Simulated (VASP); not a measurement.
A run of VASP 6.6.1 is set up as follows.

Contents of INCAR:

```
SYSTEM = NdS5
PREC = Accurate ; ENCUT = 520
EDIFF = 1E-6 ; ISMEAR = 0
SIGMA = 0.1 ; LREAL = .FALSE.
LASPH = .TRUE. ; NELM = 60
ALGO = Normal ; ISIF = 2
LWAVE = .FALSE. ; LCHARG = .FALSE.
GGA = PE ; NBANDS = 31
```

Contents of KPOINTS:

```
regular mesh
0
G
  4 4 4
  0 0 0
```

POSCAR

```
NdS5
1.0
    0.0000000000      3.8082524325      3.8082524325
    3.8082524325      0.0000000000      3.8082524325
    3.8082524325      3.8082524325      0.0000000000
Nd S
1 5
Direct
    0.0000000000      0.0000000000      0.0000000000
    0.2500000000      0.2500000000      0.2500000000
    0.6234832094      0.1295503718      0.6234832094
    0.6234832094      0.6234832094      0.1295503718
    0.6234832094      0.6234832094      0.6234832094
    0.1295503718      0.6234832094      0.6234832094
```

Potentials or basis: VASP PAW PBE potentials, release 64 (Nd, S).

Command:

```bash
$ cat potpaw_PBE.64/Nd/POTCAR potpaw_PBE.64/S/POTCAR > POTCAR
$ mpirun -np 1 vasp_std > vasp.out
```

(1) Estimate the pressure.

(2) Estimate the largest force.

(3) What does it give for the band gap on the k mesh?

## Answers

(1) -4.1 GPa.

(2) 0.270 eV/Å.

(3) zero (band 22 reaches 6.80 eV, above the bottom of band 23 at 6.67 eV).

Caveat: spin-orbit coupling is left out, which moves the levels of the heavy elements; the run has no spin polarisation, though such a crystal can be magnetic; without U or exact exchange the open f shell lies at the Fermi level, which spoils levels, moments and volumes.
